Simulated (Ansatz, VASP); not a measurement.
**One calculation of HgTe, two programs**

The input POSCAR:

```
HgTe
1.0
    0.0000000000      3.1488795465      3.1488795465
    3.1488795465      0.0000000000      3.1488795465
    3.1488795465      3.1488795465      0.0000000000
Hg Te
1 1
Direct
    0.0000000000      0.0000000000      0.0000000000
    0.7500000000      0.7500000000      0.7500000000
```

INCAR.step1

```
SYSTEM = HgTe
ALGO = Normal ; EDIFF = 1E-5
ENCUT = 520 ; GGA = PE
ISIF = 2 ; ISMEAR = -1
LASPH = .TRUE. ; LCHARG = .FALSE.
LREAL = .FALSE. ; LWAVE = .TRUE.
NBANDS = 16 ; NELM = 100
PREC = Accurate ; SIGMA = 0.05
```

File INCAR.step2:

```
SYSTEM = HgTe
AEXX = 0.25 ; ALGO = Normal
EDIFF = 1E-7 ; ENCUT = 520
GGA = PE ; ISIF = 2
ISMEAR = -1 ; ISTART = 1
LASPH = .TRUE. ; LCHARG = .FALSE.
LHFCALC = .TRUE. ; LREAL = .FALSE.
LWAVE = .FALSE. ; NBANDS = 16
NELM = 100 ; PREC = Accurate
PRECFOCK = Normal ; SIGMA = 0.05
```

Contents of KPOINTS:

```
k-points
0
G
  4 4 4
  0 0 0
```

File input.yaml:

```yaml
crystal:
  lattice:
    - [0.0, 3.1488795465, 3.1488795465]
    - [3.1488795465, 0.0, 3.1488795465]
    - [3.1488795465, 3.1488795465, 0.0]
  atoms:
    - { symbol: Hg, position: [0.0, 0.0, 0.0] }
    - { symbol: Te, position: [0.75, 0.75, 0.75] }
hamiltonian:
  xc: pbe0
  pseudopotentials: { kind: paw }
kpoints:
  mp_grid: { grid: [4, 4, 4] }
scf:
  occupations: { method: fermi_dirac, width: 0.05 }
output:
  forces: true
  stress: true
  eigenvalues: true
```

Alike in both runs: task single point; functional PBE0; k mesh 4 × 4 × 4; occupations fermi-dirac, width 0.05 eV; no spin polarisation.

```csv
,VASP,Ansatz
version,VASP 6.6.1,Ansatz 0.2.0
potentials or method,"VASP PAW PBE potentials, release 64 (Hg, Te)",Ansatz PAW
plane-wave cutoff (eV),520,420
valence electrons in the cell,18,36
```

```csv
,VASP,Ansatz,Ansatz less VASP
gap on the k mesh at the Fermi level (eV),0.87,0.92,+0.047
least direct gap on the mesh (eV),0.87,0.92,+0.047
pressure (GPa),7.0,7.1,+0.12
```

With one functional, cell and mesh, what is left measures potentials, basis and numerics. VASP's potentials hold 18 valence electrons a cell and Ansatz's 36, so a difference there can come from the potentials and not from the codes.

The k mesh is coarse, so the values compare programs but aren't converged. Spin-orbit coupling is off throughout.
